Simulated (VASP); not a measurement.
# TiAl3 (Pmm2) in VASP: settings compared

The runs below take TiAl3 through single point, with PBEsol, LDA.

All numbers are computed with VASP 6.6.1; they aren't measurements. Logs are shortened: lines on timing, memory, paths and dates and some standing lists are left out, and cuts for length are marked.

### 1 The cell of the first run

It takes space group Pmm2 (No. 25, orthorhombic). Conventional cell: a = 2.840 Å, b = 4.681 Å, c = 4.901 Å, α = 90.00°, β = 90.00°, γ = 90.00°. Ti (site symmetry mm2) has 10 Al at 2.83 to 2.85 Å and 2 Ti at 2.84 Å within 3.7 Å. Within 3.7 Å of Al (site symmetry mm2) lie 10 Al at 2.81 to 2.86 Å and 2 Ti at 2.85 Å. Within 3.7 Å of Al (site symmetry mm2) lie 8 Al at 2.81 to 2.86 Å and 4 Ti at 2.85 Å. Within 3.7 Å of Al (site symmetry mm2) lie 4 Ti at 2.83 to 2.84 Å and 8 Al at 2.84 to 2.86 Å.

### 2 Single point, PBEsol

INCAR reads:

```
PREC = Accurate
ENCUT = 520
EDIFF = 1E-6
ISMEAR = -1
SIGMA = 0.05
LREAL = False
LASPH = True
NELM = 100
ALGO = Normal
ISIF = 2
LWAVE = False
LCHARG = False
GGA = PS
NBANDS = 18
```

KPOINTS reads:

```
regular mesh
0
Gamma
  9 6 6
```

POSCAR reads:

```
TiAl3
1.0
    2.8396770000      0.0000000000      0.0000000000
    0.0000000000      4.6812640000      0.0000000000
    0.0000000000      0.0000000000      4.9007420000
Ti Al
1 3
Direct
    0.0000000000      0.5000000000      0.1659160000
    0.0000000000      0.0000000000      0.8359000000
    0.5000000000      0.0000000000      0.3309120000
    0.5000000000      0.5000000000      0.6672710000
```

Potentials or basis: VASP PAW PBE potentials, release 64 (Ti_sv, Al).

Command:

```sh
$ cat potpaw_PBE.64/Ti_sv/POTCAR potpaw_PBE.64/Al/POTCAR > POTCAR
$ mpirun -np 1 vasp_std > vasp.out
```

OUTCAR:

```text
PREC = Accurate
   ENCUT = 520
   EDIFF = 1E-6
   ISMEAR = -1
   LREAL = False
   LASPH = True
   NELM = 100
   ISIF = 2
   GGA = PS

 ion  position               nearest neighbor table
   1  0.000  0.500  0.166-   4 2.83   4 2.83   4 2.84   4 2.84   2 2.85   2 2.85   3 2.85   3 2.85
                             3 2.85   3 2.85
   2  0.000  0.000  0.836-   3 2.81   3 2.81   1 2.85   1 2.85   3 2.85   3 2.85   4 2.86   4 2.86
                             4 2.86   4 2.86
   3  0.500  0.000  0.331-   2 2.81   2 2.81   2 2.85   2 2.85   1 2.85   1 2.85   1 2.85   1 2.85
                             4 2.86   4 2.86
   4  0.500  0.500  0.667-   1 2.83   1 2.83   1 2.84   1 2.84   2 2.86   2 2.86   2 2.86   2 2.86
                             3 2.86   3 2.86

  LATTYP: Found a simple orthorhombic cell.
 ALAT       =     2.8396770000
 B/A-ratio  =     1.6485198845
 C/A-ratio  =     1.7258096607

  Lattice vectors:

 A1 = (   2.8396770000,   0.0000000000,   0.0000000000)
 A2 = (   0.0000000000,   4.6812640000,   0.0000000000)
 A3 = (   0.0000000000,   0.0000000000,   4.9007420000)

Analysis of symmetry for initial positions (statically):
=====================================================================
 Subroutine PRICEL returns:
 Original cell was already a primitive cell.

 Routine SETGRP: Setting up the symmetry group for a
 simple orthorhombic supercell.

 Subroutine GETGRP returns: Found  4 space group operations
 (whereof  4 operations were pure point group operations)
 out of a pool of  8 trial point group operations.

The static configuration has the point symmetry C_2v.

Analysis of symmetry for dynamics (positions and initial velocities):
=====================================================================
 Subroutine PRICEL returns:
 Original cell was already a primitive cell.

 Routine SETGRP: Setting up the symmetry group for a
 simple orthorhombic supercell.

 Subroutine GETGRP returns: Found  4 space group operations
 (whereof  4 operations were pure point group operations)
 out of a pool of  8 trial point group operations.

The dynamic configuration has the point symmetry C_2v.

 Subroutine INISYM returns: Found  4 space group operations
 (whereof  4 operations are pure point group operations),
 and found     1 'primitive' translations

----------------------------------------------------------------------------------------

                                     Primitive cell

  volume of cell :      65.1469

  direct lattice vectors                    reciprocal lattice vectors
     2.839677000  0.000000000  0.000000000     0.352152727  0.000000000  0.000000000
     0.000000000  4.681264000  0.000000000     0.000000000  0.213617519  0.000000000
     0.000000000  0.000000000  4.900742000     0.000000000  0.000000000  0.204050734

  length of vectors
     2.839677000  4.681264000  4.900742000     0.352152727  0.213617519  0.204050734

  position of ions in fractional coordinates (direct lattice)
     0.000000000  0.500000000  0.165916000
     0.000000000  0.000000000  0.835900000
     0.500000000  0.000000000  0.330912000
     0.500000000  0.500000000  0.667271000

  ion indices of the primitive-cell ions
   primitive index   ion index
                 1           1
                 2           2
                 3           3
                 4           4

----------------------------------------------------------------------------------------

 KPOINTS: regular mesh

Automatic generation of k-mesh.
 Grid dimensions read from file:
 generate k-points for:    9    6    6

 Generating k-lattice:

  Cartesian coordinates                     Fractional coordinates (reciprocal lattice)
     0.039128081  0.000000000  0.000000000     0.111111111  0.000000000  0.000000000
     0.000000000  0.035602920  0.000000000     0.000000000  0.166666667  0.000000000
     0.000000000  0.000000000  0.034008456     0.000000000  0.000000000  0.166666667

  Length of vectors
     0.039128081  0.035602920  0.034008456

  Shift w.r.t. Gamma in fractional coordinates (k-lattice)
     0.000000000  0.000000000  0.000000000

 Subroutine IBZKPT returns following result:
 ===========================================

 Found     80 irreducible k-points:

 Following reciprocal coordinates:
            Coordinates               Weight
  0.000000  0.000000  0.000000      1.000000
  0.111111  0.000000  0.000000      2.000000
  0.222222  0.000000  0.000000      2.000000
  0.333333  0.000000  0.000000      2.000000
  0.444444  0.000000  0.000000      2.000000
  0.000000  0.166667  0.000000      2.000000
[... 16 lines left out ...]
  0.222222  0.000000  0.166667      4.000000
  0.333333  0.000000  0.166667      4.000000
 [... further k-points ...]
   k-points           NKPTS =     80   k-points in BZ     NKDIM =     80   number of bands    NBANDS=     18
   number of dos      NEDOS =    301   number of ions     NIONS =      4
   total plane-waves  NPLWV =  31104
   dimension x,y,z NGX =    24 NGY =   36 NGZ =   36
   dimension x,y,z NGXF=    48 NGYF=   72 NGZF=   72
   ions per type =               1   3
   NGX,Y,Z   is equivalent  to a cutoff of  14.05, 12.78, 12.21 a.u.
   NGXF,Y,Z  is equivalent  to a cutoff of  28.10, 25.57, 24.42 a.u.
 SYSTEM =  unknown system
   PREC   = accura    normal or accurate (medium, high low for compatibility)
   ISTART =      0    job   : 0-new  1-cont  2-samecut
   ICHARG =      2    charge: 1-file 2-atom 10-const
   ISPIN  =      1    spin polarized calculation?
   LNONCOLLINEAR =      F non collinear calculations
   LSORBIT =      F    spin-orbit coupling
   LASPH  =      T    aspherical Exc in radial PAW
   ENCUT  =  520.0 eV  38.22 Ry    6.18 a.u.   5.28  8.70  9.11*2*pi/ulx,y,z
   NELM   =    100;   NELMIN=  2; NELMDL= -5     # of ELM steps
   EDIFF  = 0.1E-05   stopping-criterion for ELM
   LREAL  =      F    real-space projection
   EDIFFG = 0.1E-04   stopping-criterion for IOM
   NSW    =      0    number of steps for IOM
   IBRION =     -1    ionic relax: 0-MD 1-quasi-New 2-CG
   NFREE  =      0    steps in history (QN), initial steepest desc. (CG)
   ISIF   =      2    stress and relaxation
   ISYM   =      2    0-nonsym 1-usesym 2-fastsym
   POTIM  = 0.5000    time-step for ionic-motion
   TEBEG  =    0.0;   TEEND  =   0.0 temperature during run
   PSTRESS=    0.0 pullay stress
   NELECT =      21.0000    total number of electrons
   NUPDOWN=      -1.0000    fix difference up-down
   EMIN   =  10.00;   EMAX   =-10.00  energy-range for DOS
   EFERMI =   0.00;   METHOD = LEGACY
   ISMEAR =    -1;   SIGMA  =   0.05  broadening in eV -4-tet -1-fermi 0-gaus
   EFERMI_NEDOS =   21; number of points for ismear=-14 and -15
   IALGO  =     38    algorithm
   IMIX   =      4    mixing-type and parameters
     AMIX     =   0.40;   BMIX     =  1.00
     AMIX_MAG =   1.60;   BMIX_MAG =  1.00
  volume/ion in A,a.u.               =      16.29       109.91
  Fermi-wavevector in a.u.,A,eV,Ry     =   1.122492  2.121202 17.143184  1.259988
  Thomas-Fermi vector in A             =   2.259152
   LORBIT       =      0    0 simple, 1 ext, 2 COOP (PROOUT), +10 PAW based schemes
   GGA     = PS    functional components
   LHFCALC =     F    Hartree Fock is set to
   AEXX    =    0.0000 exact exchange contribution
   IVDW    =     0    specifies the selected vdW correction
   LEPSILON=     F    determine dielectric tensor
   LRPA    =     F    only Hartree local field effects (RPA)
 non-spin polarized calculation
  energy-cutoff  :      520.00
  volume of cell :       65.15
 maximum number of plane-waves:      1772
 NGX is ok and might be reduce to    24
   NGX = 11   NGY = 17   NGZ = 19

 number of electron      21.0000004 magnetization

 Free energy of the ion-electron system (eV)
  ---------------------------------------------------
  ext. energy  EPLUGINS =         0.00000000
  ---------------------------------------------------
  free energy    TOTEN  =       -21.58314838 eV

  energy without entropy =      -21.56110785  energy(sigma->0) =      -21.57212811

 E-fermi :   7.9820     XC(G=0): -10.7130

 val. band max:        7.9751390768   @ k =   0.2222   0.5000   0.3333
 cond. band min:       7.9864321949   @ k =   0.2222   0.3333   0.3333
 fundamental gap:      0.0112931181
 Fermi energy:         7.9819680176

 k-point     1 :       0.0000    0.0000    0.0000
  band No.  band energies     occupation
      1     -48.2883      2.00000
      2     -24.7174      2.00000
      3     -24.7134      2.00000
      4     -24.3479      2.00000
      5      -2.1345      2.00000
      6       2.9230      2.00000
[... 10 lines left out ...]
     17      13.9964      0.00000
     18      14.3744      0.00000

 k-point     2 :       0.1111    0.0000    0.0000
  band No.  band energies     occupation
      1     -48.2820      2.00000
      2     -24.7112      2.00000
      3     -24.7071      2.00000
      4     -24.4012      2.00000
      5      -1.9040      2.00000
      6       3.1302      2.00000
[... 10 lines left out ...]
     17      12.6396      0.00000
     18      13.9993      0.00000

 k-point     3 :       0.2222    0.0000    0.0000
  band No.  band energies     occupation
      1     -48.2659      2.00000
      2     -24.6955      2.00000
      3     -24.6911      2.00000
      4     -24.5345      2.00000
      5      -1.2189      2.00000
      6       3.7408      2.00000
[... 10 lines left out ...]
     17      12.5015      0.00000
     18      14.0137      0.00000

 k-point     4 :       0.3333    0.0000    0.0000
  band No.  band energies     occupation
      1     -48.2476      2.00000
      2     -24.6837      2.00000
      3     -24.6776      2.00000
      4     -24.6728      2.00000
      5      -0.0960      2.00000
      6       4.7042      2.00000
[... 375 lines left out ...]
      4     -24.4012      2.00000
      5      -1.7378      2.00000
      6       2.2351      2.00000
[... 10 lines left out ...]
     17      12.7837      0.00000
     18      14.6629      0.00000

 k-point    23 :       0.2222    0.0000    0.1667
  band No.  band energies     occupation
      1     -48.2659      2.00000
      2     -24.6955      2.00000
      3     -24.6915      2.00000
      4     -24.5345      2.00000
      5      -1.0576      2.00000
      6       2.8406      2.00000
[... 10 lines left out ...]
     17      12.0476      0.00000
     18      13.7528      0.00000

 k-point    24 :       0.3333    0.0000    0.1667
  band No.  band energies     occupation
      1     -48.2476      2.00000
      2     -24.6836      2.00000
      3     -24.6776      2.00000
      4     -24.6731      2.00000
      5       0.0568      2.00000
      6       3.7955      2.00000
[... 10 lines left out ...]
     17      11.8964      0.00000
     18      12.9220      0.00000

 [... further k-points ...]
[... 5 lines left out ...]
  --------------------------------------------------------------------------------------
  -------------------------------------------------------------------------------------
  Total       -1.7855096     -0.4827388     -0.5822257      0.0000000      0.0000000      0.0000000
  in kB      -43.9115594    -11.8721367    -14.3188456      0.0000000      0.0000000      0.0000000
  external PRESSURE =     -23.3675139 kB  Pullay stress =       0.0000000 kB

 VOLUME and BASIS-vectors are now :
 -----------------------------------------------------------------------------
  energy-cutoff  :      520.00
  volume of cell :       65.15
      direct lattice vectors                 reciprocal lattice vectors
     2.839677000  0.000000000  0.000000000     0.352152727  0.000000000  0.000000000
     0.000000000  4.681264000  0.000000000     0.000000000  0.213617519  0.000000000
     0.000000000  0.000000000  4.900742000     0.000000000  0.000000000  0.204050734

 POSITION                                       TOTAL-FORCE (eV/Angst)
 -----------------------------------------------------------------------------------
      0.00000      2.34063      0.81311         0.000000      0.000000     -0.040249
      0.00000      0.00000      4.09653         0.000000      0.000000      0.047700
      1.41984      0.00000      1.62171         0.000000      0.000000      0.006488
      1.41984      2.34063      3.27012         0.000000      0.000000     -0.013939
 -----------------------------------------------------------------------------------
    total drift:                                0.000000      0.000000      0.000198

  FREE ENERGIE OF THE ION-ELECTRON SYSTEM (eV)
  ---------------------------------------------------
  free  energy   TOTEN  =       -21.5831483757 eV

  energy  without entropy=      -21.5611078454  energy(sigma->0) =      -21.57212811
```

Wall time 67 s (1 thread of Intel Xeon Platinum 8488C (Sapphire Rapids), shared host); peak memory 0.23 GiB.

Results:

```yaml
Free_energy: -21.5831 eV
Pressure: -2.3 GPa
Largest_force: 0.048 eV/Å
```

Forces on the atoms (eV/Å):
```
Ti   0.000  0.000 -0.040
Al   0.000  0.000  0.048
Al   0.000  0.000  0.006
Al   0.000  0.000 -0.014
```

Caveat: the PAW data sets were made with another functional, which shifts forces and pressure a little.

[end of part 1 of 2]
